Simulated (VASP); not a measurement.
Runs of VASP 6.6.1 on RbCaH3. The structure is that of space group Cmmm (No. 65), or close to it. The cells are those of the table. 

```csv
cell,gap on the mesh (eV),pressure (GPa)
"a = 4.547, b = 4.549, c = 4.549 Å, angles 87.0, 90.0, 90.0°, 5 atoms",2.79,-2.4
"a = 4.547, b = 4.548, c = 4.548 Å, angles 87.9, 90.0, 90.0°, 5 atoms",(b),-2.4
"a = 4.547, b = 4.549, c = 4.549 Å, angles 93.4, 90.0, 90.0°, 5 atoms",2.76,-2.4
"a = 4.547, b = 4.548, c = 4.548 Å, angles 87.4, 90.0, 90.0°, 5 atoms",2.81,-2.4
"a = 4.547 Å, angles 91.7, 90.0, 90.0°, 5 atoms",(a),-2.4
```

Alike in all rows: task single point; level LDA; potentials or basis VASP PAW LDA potentials, release 64 (Rb_sv, Ca_sv, H); no spin polarisation; k mesh 6 × 6 × 6; cutoff (eV) 520; smearing gaussian 0.05 eV.

**Question.** Fill in the values left out.

**Answer.** (a) 2.85; (b) 2.83.

A k mesh can miss the band edges, and the runs leave out spin-orbit coupling on Rb.
